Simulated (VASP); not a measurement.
# TaN (P6/mmm) in VASP: notebook

Runs on TaN. Level: r2SCAN+D4. Tasks: single point.

Program: VASP 6.6.1. These are calculated values, not measurements. Logs are shortened: lines on timing, memory, paths and dates and some standing lists are left out, and cuts for length are marked.

### Step 1. The cell of the first run

Symmetry: P6/mmm, No. 191, hexagonal system. The conventional cell has a = 5.085 Å, b = 5.085 Å, c = 2.849 Å, α = 90.00°, β = 90.00°, γ = 120.00°. Within 3.4 Å of Ta (site symmetry 6/mmm) lie 6 N at 2.54 Å and 14 Ta at 2.85 to 3.26 Å. Within 2.7 Å of Ta (site symmetry -6m2) lie 6 N at 2.05 Å. Within 2.7 Å of N (site symmetry mmm) lie 6 Ta at 2.05 to 2.54 Å and 4 N at 2.54 Å.

### Step 2. Single point, r2SCAN+D4

Contents of POSCAR:

```
TaN
1.0
    5.0850314903      0.0000000000      0.0000000000
   -2.5425157452      4.4037665760      0.0000000000
    0.0000000000      0.0000000000      2.8486364041
Ta N
3 3
Direct
    0.0000000000      0.0000000000      0.0000000000
    0.3333333333      0.6666666667      0.5000000000
    0.6666666667      0.3333333333      0.5000000000
    0.5000000000      0.0000000000      0.0000000000
    0.5000000000      0.5000000000      0.0000000000
    0.0000000000      0.5000000000      0.0000000000
```

Contents of INCAR.step1:

```
PREC = Accurate ; ENCUT = 520
ISMEAR = -1 ; SIGMA = 0.05
LREAL = False ; LASPH = True
NELM = 60 ; NBANDS = 33
GGA = PE ; ALGO = Normal
EDIFF = 1E-4 ; LWAVE = True
LCHARG = False
```

Contents of INCAR.step2:

```
PREC = Accurate ; ENCUT = 520
EDIFF = 1E-6 ; ISMEAR = -1
SIGMA = 0.05 ; LREAL = False
LASPH = True ; NELM = 60
ALGO = Normal ; ISIF = 2
LWAVE = False ; LCHARG = True
METAGGA = R2SCAN ; LMIXTAU = True
IVDW = 13 ; VDW_S6 = 1.0
VDW_S8 = 0.6018749 ; VDW_A1 = 0.51559235
VDW_A2 = 5.77342911 ; LELF = True
LVHAR = True ; NBANDS = 33
ISTART = 1
```

Contents of KPOINTS:

```
Automatic mesh
0
Gamma
  5 5 8
```

Potentials or basis: VASP PAW PBE potentials, release 64 (Ta_pv, N).

Started as:

```
$ cat potpaw_PBE.64/Ta_pv/POTCAR potpaw_PBE.64/N/POTCAR > POTCAR
$ cp INCAR.step1 INCAR
$ mpirun -np 1 vasp_std > vasp.out
$ cp INCAR.step2 INCAR
$ mpirun -np 1 vasp_std > vasp.out
```

OUTCAR:

```text
PREC = Accurate
   ENCUT = 520
   EDIFF = 1E-6
   ISMEAR = -1
   LREAL = False
   LASPH = True
   NELM = 60
   ISIF = 2
   METAGGA = R2SCAN
   IVDW = 13
   ISTART = 1

 ion  position               nearest neighbor table
   1  0.000  0.000  0.000-   4 2.54   4 2.54   5 2.54   5 2.54   6 2.54   6 2.54   3 3.26   3 3.26
                             2 3.26   2 3.26   2 3.26   3 3.26   2 3.26   3 3.26   2 3.26   3 3.26
   2  0.333  0.667  0.500-   6 2.05   6 2.05   5 2.05   5 2.05   4 2.05   4 2.05   3 2.94   3 2.94
                             3 2.94   1 3.26   1 3.26   1 3.26   1 3.26   1 3.26   1 3.26
   3  0.667  0.333  0.500-   6 2.05   6 2.05   5 2.05   5 2.05   4 2.05   4 2.05   2 2.94   2 2.94
                             2 2.94   1 3.26   1 3.26   1 3.26   1 3.26   1 3.26   1 3.26
   4  0.500  0.000  0.000-   2 2.05   3 2.05   2 2.05   3 2.05   1 2.54   1 2.54
   5  0.500  0.500  0.000-   2 2.05   3 2.05   2 2.05   3 2.05   1 2.54   1 2.54
   6  0.000  0.500  0.000-   2 2.05   3 2.05   2 2.05   3 2.05   1 2.54   1 2.54

  LATTYP: Found a hexagonal cell.
 ALAT       =     5.0850314903
 C/A-ratio  =     0.5602003467

  Lattice vectors:

 A1 = (   5.0850314903,   0.0000000000,   0.0000000000)
 A2 = (  -2.5425157452,   4.4037665760,   0.0000000000)
 A3 = (   0.0000000000,   0.0000000000,   2.8486364041)

Analysis of symmetry for initial positions (statically):
=====================================================================
 Subroutine PRICEL returns:
 Original cell was already a primitive cell.

 Routine SETGRP: Setting up the symmetry group for a
 hexagonal supercell.

 Subroutine GETGRP returns: Found 24 space group operations
 (whereof 24 operations were pure point group operations)
 out of a pool of 24 trial point group operations.

The static configuration has the point symmetry D_6h.

Analysis of symmetry for dynamics (positions and initial velocities):
=====================================================================
 Subroutine PRICEL returns:
 Original cell was already a primitive cell.

 Routine SETGRP: Setting up the symmetry group for a
 hexagonal supercell.

 Subroutine GETGRP returns: Found 24 space group operations
 (whereof 24 operations were pure point group operations)
 out of a pool of 24 trial point group operations.

The dynamic configuration has the point symmetry D_6h.

 Subroutine INISYM returns: Found 24 space group operations
 (whereof 24 operations are pure point group operations),
 and found     1 'primitive' translations

----------------------------------------------------------------------------------------

                                     Primitive cell

  volume of cell :      63.7903

  direct lattice vectors                    reciprocal lattice vectors
     5.085031490  0.000000000  0.000000000     0.196655616  0.113539170  0.000000000
    -2.542515745  4.403766576  0.000000000     0.000000000  0.227078339  0.000000000
     0.000000000  0.000000000  2.848636404     0.000000000  0.000000000  0.351045152

  length of vectors
     5.085031490  5.085031600  2.848636404     0.227078344  0.227078339  0.351045152

  position of ions in fractional coordinates (direct lattice)
     0.000000000  0.000000000  0.000000000
     0.333333333  0.666666667  0.500000000
     0.666666667  0.333333333  0.500000000
     0.500000000  0.000000000  0.000000000
     0.500000000  0.500000000  0.000000000
     0.000000000  0.500000000  0.000000000

  ion indices of the primitive-cell ions
   primitive index   ion index
                 1           1
                 2           2
                 3           3
                 4           4
                 5           5
                 6           6

----------------------------------------------------------------------------------------

 KPOINTS: Automatic mesh

Automatic generation of k-mesh.
 Grid dimensions read from file:
 generate k-points for:    5    5    8

 Generating k-lattice:

  Cartesian coordinates                     Fractional coordinates (reciprocal lattice)
     0.039331123  0.022707834  0.000000000     0.200000000  0.000000000  0.000000000
     0.000000000  0.045415668  0.000000000     0.000000000  0.200000000  0.000000000
     0.000000000  0.000000000  0.043880644     0.000000000  0.000000000  0.125000000

  Length of vectors
     0.045415669  0.045415668  0.043880644

  Shift w.r.t. Gamma in fractional coordinates (k-lattice)
     0.000000000  0.000000000  0.000000000

 Subroutine IBZKPT returns following result:
 ===========================================

 Found     25 irreducible k-points:

 Following reciprocal coordinates:
            Coordinates               Weight
  0.000000  0.000000  0.000000      1.000000
  0.200000 -0.000000  0.000000      6.000000
  0.400000  0.000000  0.000000      6.000000
  0.200000  0.200000  0.000000      6.000000
  0.400000  0.200000  0.000000      6.000000
  0.000000  0.000000  0.125000      2.000000
[... 16 lines left out ...]
  0.400000  0.000000  0.500000      6.000000
  0.200000  0.200000  0.500000      6.000000
   k-points           NKPTS =     25   k-points in BZ     NKDIM =     25   number of bands    NBANDS=     33
   number of dos      NEDOS =    301   number of ions     NIONS =      6
   total plane-waves  NPLWV =  38400
   dimension x,y,z NGX =    40 NGY =   40 NGZ =   24
   dimension x,y,z NGXF=    80 NGYF=   80 NGZF=   48
   ions per type =               3   3
   NGX,Y,Z   is equivalent  to a cutoff of  13.08, 13.08, 14.01 a.u.
   NGXF,Y,Z  is equivalent  to a cutoff of  26.15, 26.15, 28.01 a.u.
 SYSTEM =  unknown system
   PREC   = accura    normal or accurate (medium, high low for compatibility)
   ISTART =      1    job   : 0-new  1-cont  2-samecut
   ICHARG =      0    charge: 1-file 2-atom 10-const
   ISPIN  =      1    spin polarized calculation?
   LNONCOLLINEAR =      F non collinear calculations
   LSORBIT =      F    spin-orbit coupling
   LASPH  =      T    aspherical Exc in radial PAW
   ENCUT  =  520.0 eV  38.22 Ry    6.18 a.u.   9.45  9.45  5.30*2*pi/ulx,y,z
   NELM   =     60;   NELMIN=  2; NELMDL=  0     # of ELM steps
   EDIFF  = 0.1E-05   stopping-criterion for ELM
   LREAL  =      F    real-space projection
   EDIFFG = 0.1E-04   stopping-criterion for IOM
   NSW    =      0    number of steps for IOM
   IBRION =     -1    ionic relax: 0-MD 1-quasi-New 2-CG
   NFREE  =      0    steps in history (QN), initial steepest desc. (CG)
   ISIF   =      2    stress and relaxation
   ISYM   =      2    0-nonsym 1-usesym 2-fastsym
   POTIM  = 0.5000    time-step for ionic-motion
   TEBEG  =    0.0;   TEEND  =   0.0 temperature during run
   PSTRESS=    0.0 pullay stress
   NELECT =      48.0000    total number of electrons
   NUPDOWN=      -1.0000    fix difference up-down
   EMIN   =  10.00;   EMAX   =-10.00  energy-range for DOS
   EFERMI =   0.00;   METHOD = LEGACY
   ISMEAR =    -1;   SIGMA  =   0.05  broadening in eV -4-tet -1-fermi 0-gaus
   EFERMI_NEDOS =   21; number of points for ismear=-14 and -15
   IALGO  =     38    algorithm
   IMIX   =      4    mixing-type and parameters
     AMIX     =   0.40;   BMIX     =  1.00
     AMIX_MAG =   1.60;   BMIX_MAG =  1.00
  volume/ion in A,a.u.               =      10.63        71.75
  Fermi-wavevector in a.u.,A,eV,Ry     =   1.489030  2.813860 30.166998  2.217212
  Thomas-Fermi vector in A             =   2.601990
   LORBIT       =      0    0 simple, 1 ext, 2 COOP (PROOUT), +10 PAW based schemes
   METAGGA = R2SCAN    functional components
   LHFCALC =     F    Hartree Fock is set to
   AEXX    =    0.0000 exact exchange contribution
   IVDW    =    13    specifies the selected vdW correction
   LEPSILON=     F    determine dielectric tensor
   LRPA    =     F    only Hartree local field effects (RPA)
 non-spin polarized calculation
  energy-cutoff  :      520.00
  volume of cell :       63.79
 maximum number of plane-waves:      1763
 NGX is ok and might be reduce to    40
   NGX = 19   NGY = 19   NGZ = 11

 number of electron      47.9999994 magnetization

 Free energy of the ion-electron system (eV)
  ---------------------------------------------------
  ext. energy  EPLUGINS =         0.00000000
  ---------------------------------------------------
  free energy    TOTEN  =      -177.92421049 eV

  energy without entropy =     -177.91947777  energy(sigma->0) =     -177.92184413

 E-fermi :   8.9287     XC(G=0): -14.4290

 val. band max:        8.9179140571   @ k =   0.0000   0.0000   0.3750
 cond. band min:       9.0214999388   @ k =   0.2000  -0.0000   0.2500
 fundamental gap:      0.1035858816
 Fermi energy:         8.9286707834

 k-point     1 :       0.0000    0.0000    0.0000
  band No.  band energies     occupation
      1     -28.7332      2.00000
      2     -28.7331      2.00000
      3     -28.2370      2.00000
      4     -28.2370      2.00000
      5     -27.9678      2.00000
      6     -27.8195      2.00000
[... 25 lines left out ...]
     32      12.5305      0.00000
     33      12.5305      0.00000

 k-point     2 :       0.2000   -0.0000    0.0000
  band No.  band energies     occupation
      1     -28.7698      2.00000
      2     -28.7109      2.00000
      3     -28.2078      2.00000
      4     -28.1850      2.00000
      5     -27.9519      2.00000
      6     -27.8787      2.00000
[... 25 lines left out ...]
     32      12.7181      0.00000
     33      12.9345      0.00000
[... 754 lines left out ...]
     32      13.7370      0.00000
     33      15.1746      0.00000

 k-point    24 :       0.2000    0.2000    0.5000
  band No.  band energies     occupation
      1     -29.1012      2.00000
      2     -28.9162      2.00000
      3     -28.5551      2.00000
      4     -28.4014      2.00000
      5     -28.1171      2.00000
      6     -27.9445      2.00000
[... 25 lines left out ...]
     32      13.4118      0.00000
     33      15.0022      0.00000

 [... further k-points ...]

------------------------ aborting loop because EDIFF is reached ----------------------------------------

  DFT-D4 for vdW energy calculation

  Edisp (eV):   -0.69345

  FORCE on cell =-STRESS in cart. coord.  units (eV):
  Direction    XX          YY          ZZ          XY          YZ          ZX
  --------------------------------------------------------------------------------------
  -------------------------------------------------------------------------------------
  Total      10.80928    10.80928    13.68874    -0.00000     0.00000     0.00000
  in kB     271.48912   271.48913   343.81038    -0.00000     0.00000     0.00000
  external pressure =      295.60 kB  Pullay stress =        0.00 kB

 VOLUME and BASIS-vectors are now :
 -----------------------------------------------------------------------------
  energy-cutoff  :      520.00
  volume of cell :       63.79
      direct lattice vectors                 reciprocal lattice vectors
     5.085031490  0.000000000  0.000000000     0.196655616  0.113539170  0.000000000
    -2.542515745  4.403766576  0.000000000     0.000000000  0.227078339  0.000000000
     0.000000000  0.000000000  2.848636404     0.000000000  0.000000000  0.351045152

 POSITION                                       TOTAL-FORCE (eV/Angst)
 -----------------------------------------------------------------------------------
      0.00000      0.00000      0.00000        -0.000000      0.000000      0.000000
     -0.00000      2.93584      1.42432        -0.000000      0.000000      0.000000
      2.54252      1.46792      1.42432         0.000000      0.000000      0.000000
      2.54252      0.00000      0.00000        -0.000000      0.000000      0.000000
      1.27126      2.20188      0.00000        -0.000000      0.000000      0.000000
     -1.27126      2.20188      0.00000        -0.000000      0.000000      0.000000
 -----------------------------------------------------------------------------------
    total drift:                               -0.000000      0.000000     -0.000000

  FREE ENERGIE OF THE ION-ELECTRON SYSTEM (eV)
  ---------------------------------------------------
  free  energy   TOTEN  =      -178.6176556025 eV

  energy  without entropy=     -178.6129228890  energy(sigma->0) =     -178.61528925
```

It took 5.2 min on 1 thread of Intel Xeon 8259CL, shared host; peak memory 0.22 GiB.

What came out:

| Quantity | Value |
| --- | --- |
| Free energy | -178.6177 eV |
| Pressure | 29.6 GPa |
| Band gap on the k mesh | zero (bands 24 and 25 overlap by 2.43 eV) |
| Dispersion energy per atom | -0.116 eV |

Caveat: the stress differs along the axes, from 27 to 34 GPa; the PAW data sets were made with another functional, which shifts forces and pressure a little; spin-orbit coupling is left out, which moves the levels of the heavy elements.

### Step 3. Single point, r2SCAN+D4

This run uses another cell than the first one, of 10.86 Å³/atom.

POSCAR: that of step 2 with these lines changed.

```diff
@@ -2,5 +2,5 @@
 1.0
-    5.0850314903      0.0000000000      0.0000000000
-   -2.5425157452      4.4037665760      0.0000000000
-    0.0000000000      0.0000000000      2.8486364041
+    5.1208427511      0.0000000000      0.0000000000
+   -2.5604213756      4.4347800385      0.0000000000
+    0.0000000000      0.0000000000      2.8686978849
 Ta N
```

Contents of INCAR.step1:

```
SYSTEM = TaN
PREC = Accurate
ENCUT = 520
ISMEAR = -1
SIGMA = 0.05
LREAL = .FALSE.
LASPH = .TRUE.
NELM = 60
NBANDS = 33
GGA = PE
ALGO = Normal
EDIFF = 1E-4
LWAVE = .TRUE.
LCHARG = .FALSE.
```

Contents of INCAR.step2:

```
SYSTEM = TaN
PREC = Accurate
ENCUT = 520
EDIFF = 1E-7
ISMEAR = -1
SIGMA = 0.05
LREAL = .FALSE.
LASPH = .TRUE.
NELM = 60
ALGO = Normal
ISIF = 2
LWAVE = .FALSE.
LCHARG = .FALSE.
METAGGA = R2SCAN
LMIXTAU = .TRUE.
IVDW = 13
VDW_S6 = 1.0
VDW_S8 = 0.6018749
VDW_A1 = 0.51559235
VDW_A2 = 5.77342911
NBANDS = 33
ISTART = 1
```

Contents of KPOINTS:

```
Automatic mesh
0
G
  5 5 8
  0 0 0
```

Potentials or basis: VASP PAW PBE potentials, release 64 (Ta_pv, N).

Started as:

```
$ cat potpaw_PBE.64/Ta_pv/POTCAR potpaw_PBE.64/N/POTCAR > POTCAR
$ cp INCAR.step1 INCAR
$ mpirun -np 1 vasp_std > vasp.out
$ cp INCAR.step2 INCAR
$ mpirun -np 1 vasp_std > vasp.out
```

Wall time 5.3 min (1 thread of Intel Xeon 8259CL, shared host); peak memory 0.22 GiB.

It converged, with:

| Item | Value |
| --- | --- |
| Free energy | -178.8309 eV |
| Pressure | 20.5 GPa |
| Band gap on the k mesh | zero (bands 24 and 25 overlap by 2.35 eV) |
| Dispersion energy per atom | -0.113 eV |

Stress tensor (GPa, compression positive):
```
19.20  0.00  0.00
 0.00 19.20  0.00
 0.00  0.00 23.22
```

Levels at points of the mesh, in eV from the Fermi level:
```
           k point  band 20  band 21  band 22  band 23  band 24  band 25  band 26  band 27  band 28  band 29
(0.00, 0.00, 0.00)    -3.43    -3.43    -2.90    -2.30    -1.29    -1.29     0.89     0.89     1.65     2.43
(0.00, 0.00, 0.50)    -4.22    -3.55    -3.55    -2.26     1.06     1.06     1.46     2.29     2.71     2.71
```

Caveat: the cell stands under pressure; the PAW data sets were made with another functional, which shifts forces and pressure a little; spin-orbit coupling is left out, which moves the levels of the heavy elements.

The gap in the log of VASP goes by the Fermi energy; the results here count the filled bands.